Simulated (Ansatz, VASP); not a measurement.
## N: VASP beside Ansatz

```
CELL_PARAMETERS angstrom
5.81510 0.00000 0.00000
0.00000 5.81510 0.00000
0.00000 0.00000 5.81510
ATOMIC_POSITIONS crystal
N 0.04586 0.45414 0.54586
N 0.45414 0.54586 0.04586
N 0.54586 0.04586 0.45414
N 0.95414 0.95414 0.95414
N 0.93610 0.56390 0.43610
N 0.56390 0.43610 0.93610
N 0.43610 0.93610 0.56390
N 0.06390 0.06390 0.06390
```

Alike in both runs: functional LDA; k mesh 4 × 4 × 4; no spin polarisation.

```csv
,VASP,Ansatz
version,VASP 6.6.1,Ansatz 0.2.0
potentials or method,"VASP PAW LDA potentials, release 64 (N_h)",Ansatz PAW
plane-wave cutoff (eV),910,420
occupations,"gaussian, width 0.01 eV",fixed
valence electrons in the cell,40,40
task,single point,band structure
```

```tsv
	VASP	Ansatz	Ansatz less VASP
gap on the k mesh at the Fermi level (eV)	7.30	7.31	+0.008
least direct gap on the mesh (eV)	7.32	7.33	+0.008
rms of the force components (eV/Å)	0.814	0.976	+0.1622
```

LDA's correlation is that of Perdew and Zunger in VASP and of Perdew and Wang (1992) in Ansatz. Atom by atom the forces differ by 0.162 eV/Å (rms over components).

Noted on VASP's run: the cutoff is short for stress, so the pressure is rough.
